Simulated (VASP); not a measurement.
# Mg3ZnC (Pm-3m) in VASP: a series of runs, part 2 of 2

VASP 6.6.1. Earlier steps stand in the parts before.

### Step 3. Relaxation of cell and atoms, PBE

This run uses another cell than the first one, of 17.12 Å³/atom.

File INCAR:

```
PREC = Accurate ; ENCUT = 600
EDIFF = 1E-6 ; ISMEAR = 0
SIGMA = 0.1 ; LREAL = False
LASPH = True ; NELM = 80
ALGO = Normal ; ISIF = 3
LWAVE = False ; LCHARG = False
GGA = PE ; IBRION = 2
NSW = 100 ; EDIFFG = -0.01
```

File KPOINTS:

```
regular mesh
0
Gamma
  8 8 8
```

File POSCAR:

```
Mg3ZnC
1.0
    4.4073949188      0.0000000000      0.0000000000
    0.0000000000      4.4073949188      0.0000000000
    0.0000000000      0.0000000000      4.4073949188
Mg Zn C
3 1 1
Direct
    0.0000000000      0.5000000000      0.0000000000
    0.0000000000      0.0000000000      0.5000000000
    0.5000000000      0.0000000000      0.0000000000
    0.5000000000      0.5000000000      0.5000000000
    0.0000000000      0.0000000000      0.0000000000
```

Potentials or basis: VASP PAW PBE potentials, release 64 (Mg, Zn, C).

Launch:

```console
$ cat potpaw_PBE.64/Mg/POTCAR potpaw_PBE.64/Zn/POTCAR potpaw_PBE.64/C/POTCAR > POTCAR
$ mpirun -np 1 vasp_std > vasp.out
```

OUTCAR:

```text
PREC = Accurate
   ENCUT = 600
   EDIFF = 1E-6
   ISMEAR = 0
   LREAL = False
   LASPH = True
   NELM = 80
   ISIF = 3
   GGA = PE
   IBRION = 2
   NSW = 100
   EDIFFG = -0.01

 ion  position               nearest neighbor table
   1  0.000  0.500  0.000-   5 2.20   5 2.20   4 3.12   2 3.12   2 3.12   4 3.12   2 3.12   3 3.12
                             3 3.12   2 3.12   3 3.12   4 3.12   4 3.12   3 3.12
   2  0.000  0.000  0.500-   5 2.20   5 2.20   4 3.12   1 3.12   1 3.12   3 3.12   3 3.12   1 3.12
                             4 3.12   1 3.12   3 3.12   4 3.12   3 3.12   4 3.12
   3  0.500  0.000  0.000-   5 2.20   5 2.20   4 3.12   1 3.12   2 3.12   4 3.12   1 3.12   4 3.12
                             4 3.12   1 3.12   2 3.12   2 3.12   2 3.12   1 3.12
   4  0.500  0.500  0.500-   1 3.12   2 3.12   3 3.12   1 3.12   3 3.12   2 3.12   3 3.12   3 3.12
                             1 3.12   2 3.12   1 3.12   2 3.12
   5  0.000  0.000  0.000-   1 2.20   2 2.20   3 2.20   2 2.20   1 2.20   3 2.20

  LATTYP: Found a simple cubic cell.
 ALAT       =     4.4073949188

  Lattice vectors:

 A1 = (   4.4073949188,   0.0000000000,   0.0000000000)
 A2 = (   0.0000000000,   4.4073949188,   0.0000000000)
 A3 = (   0.0000000000,   0.0000000000,   4.4073949188)

Analysis of symmetry for initial positions (statically):
=====================================================================
 Subroutine PRICEL returns:
 Original cell was already a primitive cell.

 Routine SETGRP: Setting up the symmetry group for a
 simple cubic supercell.

 Subroutine GETGRP returns: Found 48 space group operations
 (whereof 48 operations were pure point group operations)
 out of a pool of 48 trial point group operations.

The static configuration has the point symmetry O_h .

Analysis of symmetry for dynamics (positions and initial velocities):
=====================================================================
 Subroutine PRICEL returns:
 Original cell was already a primitive cell.

 Routine SETGRP: Setting up the symmetry group for a
 simple cubic supercell.

 Subroutine GETGRP returns: Found 48 space group operations
 (whereof 48 operations were pure point group operations)
 out of a pool of 48 trial point group operations.

The dynamic configuration has the point symmetry O_h .

 Subroutine INISYM returns: Found 48 space group operations
 (whereof 48 operations are pure point group operations),
 and found     1 'primitive' translations

----------------------------------------------------------------------------------------

                                     Primitive cell

  volume of cell :      85.6142

  direct lattice vectors                    reciprocal lattice vectors
     4.407394919  0.000000000  0.000000000     0.226891399  0.000000000  0.000000000
     0.000000000  4.407394919  0.000000000     0.000000000  0.226891399  0.000000000
     0.000000000  0.000000000  4.407394919     0.000000000  0.000000000  0.226891399

  length of vectors
     4.407394919  4.407394919  4.407394919     0.226891399  0.226891399  0.226891399

  position of ions in fractional coordinates (direct lattice)
     0.000000000  0.500000000  0.000000000
     0.000000000  0.000000000  0.500000000
[... 139 lines left out ...]
  --------------------------------------------------------------------------------------
  -------------------------------------------------------------------------------------
  Total       -0.2125986     -0.2125986     -0.2125986      0.0000000      0.0000000      0.0000000
  in kB       -3.9785526     -3.9785526     -3.9785526      0.0000000      0.0000000      0.0000000
  external PRESSURE =      -3.9785526 kB  Pullay stress =       0.0000000 kB

 VOLUME and BASIS-vectors are now :
 -----------------------------------------------------------------------------
  energy-cutoff  :      600.00
  volume of cell :       85.61
      direct lattice vectors                 reciprocal lattice vectors
     4.407394919  0.000000000  0.000000000     0.226891399  0.000000000  0.000000000
     0.000000000  4.407394919  0.000000000     0.000000000  0.226891399  0.000000000
     0.000000000  0.000000000  4.407394919     0.000000000  0.000000000  0.226891399

 POSITION                                       TOTAL-FORCE (eV/Angst)
 -----------------------------------------------------------------------------------
      0.00000      2.20370      0.00000         0.000000      0.000000      0.000000
      0.00000      0.00000      2.20370         0.000000      0.000000      0.000000
      2.20370      0.00000      0.00000         0.000000      0.000000      0.000000
      2.20370      2.20370      2.20370         0.000000      0.000000      0.000000
      0.00000      0.00000      0.00000         0.000000      0.000000      0.000000
 -----------------------------------------------------------------------------------
    total drift:                                0.000000      0.000000      0.000000

  FREE ENERGIE OF THE ION-ELECTRON SYSTEM (eV)
  ---------------------------------------------------
  free  energy   TOTEN  =       -14.0081037172 eV

  energy  without entropy=      -13.9955364262  energy(sigma->0) =      -14.00182007

--------------------------------------- Ionic step        2  -------------------------------------------

 number of electron      21.9999993 magnetization

 Free energy of the ion-electron system (eV)
  ---------------------------------------------------
  ext. energy  EPLUGINS =         0.00000000
  ---------------------------------------------------
  free energy    TOTEN  =       -14.00878981 eV

  energy without entropy =      -13.99642776  energy(sigma->0) =      -14.00260878

 E-fermi :   3.0844     XC(G=0):  -9.4935

 val. band max:        3.0704639575   @ k =   0.3750   0.3750   0.0000
 cond. band min:       3.1102723249   @ k =   0.5000   0.2500   0.1250
 fundamental gap:      0.0398083674
 Fermi energy:         3.0844214861

 k-point     1 :       0.0000    0.0000    0.0000
  band No.  band energies     occupation
      1      -7.6170      2.00000
      2      -4.1390      2.00000
      3      -4.1390      2.00000
      4      -4.0847      2.00000
      5      -4.0847      2.00000
      6      -4.0847      2.00000
      7      -2.1591      2.00000
      8       0.4300      2.00000
      9       0.4300      2.00000
     10       0.4300      2.00000
     11       4.7093      0.00000
     12       4.7093      0.00000
     13       5.7669      0.00000
     14       5.7669      0.00000
[... 401 lines left out ...]
      2      -4.1183      2.00000
      3      -4.1107      2.00000
      4      -4.1050      2.00000
      5      -4.0967      2.00000
      6      -4.0566      2.00000
      7      -2.0445      2.00000
      8      -1.1364      2.00000
      9      -0.3208      2.00000
     10       0.8026      2.00000
     11       3.3270      0.00060
     12       3.3579      0.00011
     13       4.8647      0.00000
     14       5.8497      0.00000
     15       7.3126      0.00000

 [... further k-points ...]

------------------------ aborting loop because EDIFF is reached ----------------------------------------

  FORCE on cell =-STRESS in cart. coord.  units (eV):
  Direction    XX          YY          ZZ          XY          YZ          ZX
  --------------------------------------------------------------------------------------
  -------------------------------------------------------------------------------------
  Total       -0.0120470     -0.0120470     -0.0120470     -0.0000000     -0.0000000      0.0000000
  in kB       -0.2268404     -0.2268404     -0.2268404     -0.0000000     -0.0000000      0.0000000
  external PRESSURE =      -0.2268404 kB  Pullay stress =       0.0000000 kB

 VOLUME and BASIS-vectors are now :
 -----------------------------------------------------------------------------
  energy-cutoff  :      600.00
  volume of cell :       85.09
      direct lattice vectors                 reciprocal lattice vectors
     4.398354187  0.000000000  0.000000000     0.227357770  0.000000000  0.000000000
     0.000000000  4.398354187  0.000000000     0.000000000  0.227357770 -0.000000000
    -0.000000000  0.000000000  4.398354187    -0.000000000  0.000000000  0.227357770

 POSITION                                       TOTAL-FORCE (eV/Angst)
 -----------------------------------------------------------------------------------
      0.00000      2.19918      0.00000         0.000000     -0.000000      0.000000
     -0.00000      0.00000      2.19918         0.000000     -0.000000      0.000000
      2.19918      0.00000      0.00000         0.000000     -0.000000      0.000000
      2.19918      2.19918      2.19918        -0.000000      0.000000      0.000000
      0.00000      0.00000      0.00000         0.000000     -0.000000      0.000000
 -----------------------------------------------------------------------------------
    total drift:                                0.000000      0.000000      0.000000

  FREE ENERGIE OF THE ION-ELECTRON SYSTEM (eV)
  ---------------------------------------------------
  free  energy   TOTEN  =       -14.0087898052 eV

  energy  without entropy=      -13.9964277634  energy(sigma->0) =      -14.00260878

 reached required accuracy - stopping structural energy minimisation
```

OSZICAR:

```text
N       E                     dE             d eps       ncg     rms          rms(c)
DAV:   1     0.798964097801E+02    0.79896E+02   -0.10242E+04  1050   0.155E+03
DAV:   2    -0.926671544809E+01   -0.89163E+02   -0.87161E+02  1169   0.255E+02
DAV:   3    -0.183296781580E+02   -0.90630E+01   -0.89000E+01  1285   0.671E+01
[... 16 lines left out ...]
DAV:   2    -0.140096205771E+02    0.68770E-02   -0.40246E-02  1281   0.324E+00    0.191E-01
DAV:   3    -0.140090514855E+02    0.56909E-03   -0.12124E-03  1141   0.513E-01    0.106E-01
DAV:   4    -0.140087987135E+02    0.25277E-03   -0.17847E-04  1526   0.132E-01    0.175E-02
DAV:   5    -0.140087902652E+02    0.84483E-05   -0.27666E-05  1178   0.360E-02    0.527E-03
DAV:   6    -0.140087898052E+02    0.46002E-06   -0.44201E-06  1160   0.130E-02
   2 F= -.14008790E+02 E0= -.14002609E+02  d E =-.686088E-03
```

It took 67 s on 1 thread of Intel Xeon Platinum 8375C at 2.90GHz (Ice Lake), shared host; peak memory 0.25 GiB.

Results:

```yaml
Free_energy: -14.0088 eV
Relaxed_volume: 17.02 Å³/atom
Relaxed_cell: a = 4.398 Å, b = 4.398 Å, c = 4.398 Å, α = 90.00°, β = 90.00°, γ = 90.00°
Space_group_after_relaxing_to_0.1_Å: Pm-3m (No. 221)
Energy_gained_by_relaxing: 0.1 meV/atom
Ionic_steps: 2
Pressure_after_relaxing: 0.0 GPa
Band_gap_on_the_k_mesh: zero (bands 11 and 12 overlap by 3.42 eV)
```

Step by step:
```tsv
step	energy change (eV)	largest force (eV/Å)	pressure (GPa)	volume (Å³)
1	0.0000	0.0000	-0.40	85.61
2	-0.0007	0.0000	-0.02	85.09
```

Final structure:
```xyz
5
Lattice="4.3984 0.0000 0.0000 0.0000 4.3984 0.0000 0.0000 0.0000 4.3984" Properties=species:S:1:pos:R:3 pbc="T T T"
Mg    0.0000    2.1992    0.0000
Mg    0.0000    0.0000    2.1992
Mg    2.1992    0.0000    0.0000
Zn    2.1992    2.1992    2.1992
C     0.0000    0.0000    0.0000
```
